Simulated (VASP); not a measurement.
# HgTe (CsCl type) (Pm-3m) in VASP: density of states with PBE

Aim: the density of states of HgTe (CsCl type) with PBE.

All numbers are computed with VASP 6.6.1; they aren't measurements. Logs are shortened: lines on timing, memory, paths and dates and some standing lists are left out, and cuts for length are marked.

**1. The cell of the first run**

Symmetry: Pm-3m, No. 221, cubic system. Conventional cell: a = 3.118 Å, b = 3.118 Å, c = 3.118 Å, α = 90.00°, β = 90.00°, γ = 90.00°. Within 3.6 Å of Hg (site symmetry m-3m) lie 8 Te at 2.70 Å and 6 Hg at 3.12 Å. Te (site symmetry m-3m) has 8 Hg at 2.70 Å and 6 Te at 3.12 Å within 3.6 Å.

**2. Density of states, PBE (volume scaled by 0.55)**

Input file POSCAR:

```
HgTe
1.0
    3.1176361866      0.0000000000      0.0000000000
    0.0000000000      3.1176361866      0.0000000000
    0.0000000000      0.0000000000      3.1176361866
Hg Te
1 1
Direct
    0.0000000000      0.0000000000      0.0000000000
    0.5000000000      0.5000000000      0.5000000000
```

Input file INCAR.step1:

```
SYSTEM = HgTe
  PREC = Accurate
  ENCUT = 520
  EDIFF = 1E-6
  ISMEAR = -1
  SIGMA = 0.05
  LREAL = .FALSE.
  LASPH = .TRUE.
  NELM = 100
  ALGO = Normal
  ISIF = 2
  LWAVE = .FALSE.
  LCHARG = .TRUE.
  GGA = PE
  NBANDS = 16
```

Input file KPOINTS.step1:

```
Automatic mesh
0
G
  11 11 11
  0 0 0
```

Input file INCAR.step2:

```
SYSTEM = HgTe
  PREC = Accurate
  ENCUT = 520
  EDIFF = 1E-6
  ISMEAR = -5
  SIGMA = 0.05
  LREAL = .FALSE.
  LASPH = .TRUE.
  NELM = 100
  ALGO = Normal
  ISIF = 2
  LWAVE = .FALSE.
  LCHARG = .FALSE.
  GGA = PE
  LORBIT = 11
  NEDOS = 2001
  ICHARG = 11
```

Input file KPOINTS.step2:

```
Automatic mesh
0
G
  17 17 17
  0 0 0
```

Potentials or basis: VASP PAW PBE potentials, release 64 (Hg, Te).

The run is started by

```console
> cat potpaw_PBE.64/Hg/POTCAR potpaw_PBE.64/Te/POTCAR > POTCAR
> cp INCAR.step1 INCAR
> cp KPOINTS.step1 KPOINTS
> mpirun -np 1 vasp_std > vasp.out
> cp INCAR.step2 INCAR
> cp KPOINTS.step2 KPOINTS
> mpirun -np 1 vasp_std > vasp.out
```

OUTCAR:

```text
SYSTEM = HgTe
   PREC = Accurate
   ENCUT = 520
   EDIFF = 1E-6
   ISMEAR = -5
   LREAL = .FALSE.
   LASPH = .TRUE.
   NELM = 100
   ISIF = 2
   GGA = PE
   LORBIT = 11
   ICHARG = 11

 ion  position               nearest neighbor table
   1  0.000  0.000  0.000-   2 2.70   2 2.70   2 2.70   2 2.70   2 2.70   2 2.70   2 2.70   2 2.70

   2  0.500  0.500  0.500-   1 2.70   1 2.70   1 2.70   1 2.70   1 2.70   1 2.70   1 2.70   1 2.70

  LATTYP: Found a simple cubic cell.
 ALAT       =     3.1176361866

  Lattice vectors:

 A1 = (   3.1176361866,   0.0000000000,   0.0000000000)
 A2 = (   0.0000000000,   3.1176361866,   0.0000000000)
 A3 = (   0.0000000000,   0.0000000000,   3.1176361866)

Analysis of symmetry for initial positions (statically):
=====================================================================
 Subroutine PRICEL returns:
 Original cell was already a primitive cell.

 Routine SETGRP: Setting up the symmetry group for a
 simple cubic supercell.

 Subroutine GETGRP returns: Found 48 space group operations
 (whereof 48 operations were pure point group operations)
 out of a pool of 48 trial point group operations.

The static configuration has the point symmetry O_h .

Analysis of symmetry for dynamics (positions and initial velocities):
=====================================================================
 Subroutine PRICEL returns:
 Original cell was already a primitive cell.

 Routine SETGRP: Setting up the symmetry group for a
 simple cubic supercell.

 Subroutine GETGRP returns: Found 48 space group operations
 (whereof 48 operations were pure point group operations)
 out of a pool of 48 trial point group operations.

The dynamic configuration has the point symmetry O_h .

 Subroutine INISYM returns: Found 48 space group operations
 (whereof 48 operations are pure point group operations),
 and found     1 'primitive' translations

----------------------------------------------------------------------------------------

                                     Primitive cell

  volume of cell :      30.3023

  direct lattice vectors                    reciprocal lattice vectors
     3.117636187  0.000000000  0.000000000     0.320755836  0.000000000  0.000000000
     0.000000000  3.117636187  0.000000000     0.000000000  0.320755836  0.000000000
     0.000000000  0.000000000  3.117636187     0.000000000  0.000000000  0.320755836

  length of vectors
     3.117636187  3.117636187  3.117636187     0.320755836  0.320755836  0.320755836

  position of ions in fractional coordinates (direct lattice)
     0.000000000  0.000000000  0.000000000
     0.500000000  0.500000000  0.500000000
[... 93 lines left out ...]
   EFERMI =   0.00;   METHOD = LEGACY
   ISMEAR =    -5;   SIGMA  =   0.05  broadening in eV -4-tet -1-fermi 0-gaus
   EFERMI_NEDOS =   21; number of points for ismear=-14 and -15
   IALGO  =     38    algorithm
   IMIX   =      4    mixing-type and parameters
     AMIX     =   0.40;   BMIX     =  1.00
     AMIX_MAG =   1.60;   BMIX_MAG =  1.00
  volume/ion in A,a.u.               =      15.15       102.25
  Fermi-wavevector in a.u.,A,eV,Ry     =   1.376175  2.600593 25.767486  1.893857
  Thomas-Fermi vector in A             =   2.501443
   LORBIT       =     11    0 simple, 1 ext, 2 COOP (PROOUT), +10 PAW based schemes
   GGA     = PE    functional components
   LHFCALC =     F    Hartree Fock is set to
   AEXX    =    0.0000 exact exchange contribution
   IVDW    =     0    specifies the selected vdW correction
   LEPSILON=     F    determine dielectric tensor
   LRPA    =     F    only Hartree local field effects (RPA)
 non-spin polarized calculation
 Fermi weights with tetrahedron method with Bloechl corrections
  energy-cutoff  :      520.00
  volume of cell :       30.30
 maximum number of plane-waves:       840
 NGX is ok and might be reduce to    24

 number of electron      17.9999995 magnetization

 Free energy of the ion-electron system (eV)
  ---------------------------------------------------
  ext. energy  EPLUGINS =         0.00000000
  ---------------------------------------------------
  free energy    TOTEN  =         2.77139345 eV

  energy without entropy =        2.77139345  energy(sigma->0) =        2.77139345

 E-fermi :  13.8839     XC(G=0): -13.2809

 val. band max:       13.9835429332   @ k =   0.4118   0.2353   0.1176
 cond. band min:      13.8004080103   @ k =   0.4706   0.3529   0.3529
 fundamental gap:     -0.1831349229
 Fermi energy:        13.8839435645

 k-point     1 :       0.0000    0.0000    0.0000
  band No.  band energies     occupation
      1      -4.6310      2.00000
      2       3.2146      2.00000
      3       3.2146      2.00000
      4       5.1005      2.00000
      5       5.1005      2.00000
      6       5.1005      2.00000
      7      11.3093      2.00000
      8      11.3093      2.00000
      9      11.3093      2.00000
     10      14.4549      0.00000
     11      19.2764      0.00000
     12      19.2764      0.00000
     13      26.6868      0.00000
[... 354 lines left out ...]
  band No.  band energies     occupation
      1      -1.4256      2.00000
      2       1.0134      2.00000
      3       3.5524      2.00000
      4       3.9314      2.00000
      5       3.9482      2.00000
      6       5.0219      2.00000
      7       6.4122      2.00000
      8      13.8515      1.28401
      9      16.0469      0.00000
     10      16.2734      0.00000
     11      18.3904      0.00000
     12      19.8336      0.00000
     13      20.7509      0.00000

 [... further k-points ...]
[... 5 lines left out ...]
  --------------------------------------------------------------------------------------
  -------------------------------------------------------------------------------------
  Total       25.2756181     25.2756181     25.2756181      0.0000000      0.0000000      0.0000000
  in kB     1336.3987657   1336.3987657   1336.3987657      0.0000000      0.0000000      0.0000000
  external PRESSURE =    1336.3987657 kB  Pullay stress =       0.0000000 kB

 VOLUME and BASIS-vectors are now :
 -----------------------------------------------------------------------------
  energy-cutoff  :      520.00
  volume of cell :       30.30
      direct lattice vectors                 reciprocal lattice vectors
     3.117636187  0.000000000  0.000000000     0.320755836  0.000000000  0.000000000
     0.000000000  3.117636187  0.000000000     0.000000000  0.320755836  0.000000000
     0.000000000  0.000000000  3.117636187     0.000000000  0.000000000  0.320755836

 POSITION                                       TOTAL-FORCE (eV/Angst)
 -----------------------------------------------------------------------------------
      0.00000      0.00000      0.00000         0.000000      0.000000      0.000000
      1.55882      1.55882      1.55882         0.000000      0.000000      0.000000
 -----------------------------------------------------------------------------------
    total drift:                                0.000000      0.000000      0.000000

  FREE ENERGIE OF THE ION-ELECTRON SYSTEM (eV)
  ---------------------------------------------------
  free  energy   TOTEN  =         2.7713934459 eV

  energy  without entropy=        2.7713934459  energy(sigma->0) =        2.77139345

 total charge

# of ion       s       p       d       tot
------------------------------------------
    1        0.997   0.728   9.459  11.184
    2        1.475   2.026   0.202   3.703
--------------------------------------------------
tot          2.472   2.754   9.661  14.887
```

OUTCAR.step1:

```text
SYSTEM = HgTe
   PREC = Accurate
   ENCUT = 520
   EDIFF = 1E-6
   ISMEAR = -1
   LREAL = .FALSE.
[... 679 lines left out ...]
      0.00000      0.00000      0.00000         0.000000      0.000000      0.000000
      1.55882      1.55882      1.55882         0.000000      0.000000      0.000000
 -----------------------------------------------------------------------------------
    total drift:                               -0.000000      0.000000      0.000000

  FREE ENERGIE OF THE ION-ELECTRON SYSTEM (eV)
  ---------------------------------------------------
  free  energy   TOTEN  =         2.7630002727 eV

  energy  without entropy=        2.7697691303  energy(sigma->0) =        2.76638470
```

It took 63 s on 1 thread of Intel Xeon 8259CL, shared host; peak memory 0.19 GiB.

Results:

```
Valence electrons inside the program's atomic spheres : Hg 11.18; Te 3.70
```

Caveat: the bands computed are all filled at some k points, so no gap is given; spin-orbit coupling is left out, which moves the levels of the heavy elements.
